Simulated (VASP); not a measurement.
Runs of VASP 6.6.1 on Ti. The structure is that of space group P6/mmm (No. 191), or close to it. The cells are those of the table. This isn't the form of Ti at room conditions, which is hcp.

```tsv
cell	k mesh	smearing	gap on the mesh (eV)	pressure (GPa)
a = 4.172, b = 4.172, c = 2.613 Å, angles 90.0, 90.0, 120.0°, 3 atoms	12 × 12 × 16	methfessel-paxton 0.1 eV	none	(b)
a = 4.454, b = 4.454, c = 2.766 Å, angles 90.0, 90.0, 120.0°, 3 atoms	12 × 12 × 14	gaussian 0.1 eV	none	4.6
a = 4.401, b = 4.401, c = 2.738 Å, angles 90.0, 90.0, 120.0°, 3 atoms	12 × 12 × 14	gaussian 0.1 eV	none	(a)
a = 4.311, b = 4.311, c = 2.689 Å, angles 90.0, 90.0, 120.0°, 3 atoms	12 × 12 × 16	gaussian 0.1 eV	none	19.3
a = 4.172, b = 4.172, c = 2.613 Å, angles 90.0, 90.0, 120.0°, 3 atoms	12 × 12 × 16	gaussian 0.1 eV	none	39.1
```

Alike in all rows: task single point; level PBEsol; potentials or basis VASP PAW PBE potentials, release 64 (Ti_sv); no spin polarisation; cutoff (eV) 520.

Q: Estimate the missing entries.

A: (a) 9.4; (b) 38.8.

Caveats: the cell stands under pressure; the PAW data sets were made with another functional, which shifts forces and pressure a little.

A gap of «none» marks levels without a gap at the run's occupations.
